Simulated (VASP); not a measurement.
Here is a VASP 6.6.1 calculation.

Contents of INCAR:

```
SYSTEM = NaI
  ALGO = Normal
  EDIFF = 1E-6
  ENCUT = 520
  ISIF = 2
  ISMEAR = -1
  LASPH = .TRUE.
  LCHARG = .FALSE.
  LREAL = .FALSE.
  LWAVE = .FALSE.
  NBANDS = 14
  NELM = 60
  PREC = Accurate
  SIGMA = 0.02
```

File KPOINTS:

```
k-points
0
G
  8 8 8
  0 0 0
```

File POSCAR:

```
NaI
1.0
    0.0000000000      3.1716720000      3.2364000000
    3.1716720000      0.0000000000      3.2364000000
    3.1716720000      3.1716720000      0.0000000000
Na I
1 1
Direct
    0.0000000000      0.0000000000      0.0000000000
    0.5000000000      0.5000000000      0.5000000000
```

Potentials or basis: VASP PAW LDA potentials, release 64 (Na_pv, I).

Run with:

```console
$ cat potpaw_LDA.64/Na_pv/POTCAR potpaw_LDA.64/I/POTCAR > POTCAR
$ mpirun -np 1 vasp_std > vasp.out
```

Question: What does it give for the pressure?

Answer: -1.0 GPa.

Question: What does it give for the band gap on the k mesh?

Answer: 3.44 eV.

Stress tensor (GPa, compression positive):
```
-0.87  0.00  0.00
 0.00 -0.87  0.00
 0.00  0.00 -1.36
```

Caveat: the cell differs from its parent crystal (equal xx and yy strain of -2 %); spin-orbit coupling is left out, which moves the levels of the heavy elements.
